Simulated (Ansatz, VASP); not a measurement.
# Two plane-wave programs on HfH3

```
Hf H
1.0
    -1.51621    1.51621    2.96514
     1.51621   -1.51621    2.96514
     1.51621    1.51621   -2.96514
Hf H
1 3
Direct
  0.00000 0.00000 0.00000
  0.75000 0.25000 0.50000
  0.25000 0.75000 0.50000
  0.50000 0.50000 0.00000
```

Alike in both runs: functional BLYP; dispersion D3(BJ); k mesh 12 × 12 × 12; no spin polarisation.

Ansatz relaxed the structure, and its values are those at the end. VASP's run is a single point on that final structure, the one shown.

|  | VASP | Ansatz |
| --- | --- | --- |
| version | VASP 6.6.1 | Ansatz 0.2.0 |
| potentials or method | VASP PAW PBE potentials, release 64 (Hf_pv, H) | plane waves, PAW |
| plane-wave cutoff (eV) | 520 | 420 |
| occupations | methfessel-paxton of order 1, width 0.1 eV | cold, width 0.1 eV |
| valence electrons in the cell | 13 | 29 |

|  | VASP | Ansatz | Ansatz less VASP |
| --- | --- | --- | --- |
| pressure (GPa) | -0.8 | 0.0 | +0.79 |

VASP's potentials were made for PBE, not for BLYP. VASP's potentials hold 13 valence electrons a cell and Ansatz's 29, so a difference there can come from the potentials and not from the codes.

Spin-orbit coupling is off throughout.
